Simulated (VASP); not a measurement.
The system is MgI2.

```
Mg I
1.0
     0.00000    3.75572    3.75572
     3.75572    0.00000    3.75572
     3.75572    3.75572    0.00000
Mg I
1 2
Direct
  0.00000 0.00000 0.00000
  0.25000 0.25000 0.25000
  0.75000 0.75000 0.75000
```

Program: VASP 6.6.1. Alike in all runs: task single point; potentials or basis VASP PAW PBE potentials, release 64 (Mg, I); no spin polarisation; cell as given; cutoff (eV) 520. Hardware: 1 thread of Intel(R) Xeon(R) 6975P-C (Granite Rapids), on a shared host.

Task: Order these runs on this cell by their wall time, lowest first.
A. level r2SCAN; k mesh 6 × 6 × 6; smearing gaussian 0.01 eV
B. level PBE; k mesh 6 × 6 × 6; smearing fermi-dirac 0.02 eV
C. level HSE06; k mesh 4 × 4 × 4; smearing gaussian 0.01 eV; grid for exact exchange (PRECFOCK) Normal; screening parameter 0.2079 1/Å

Result: B (13 s), A (67 s), C (620 s).
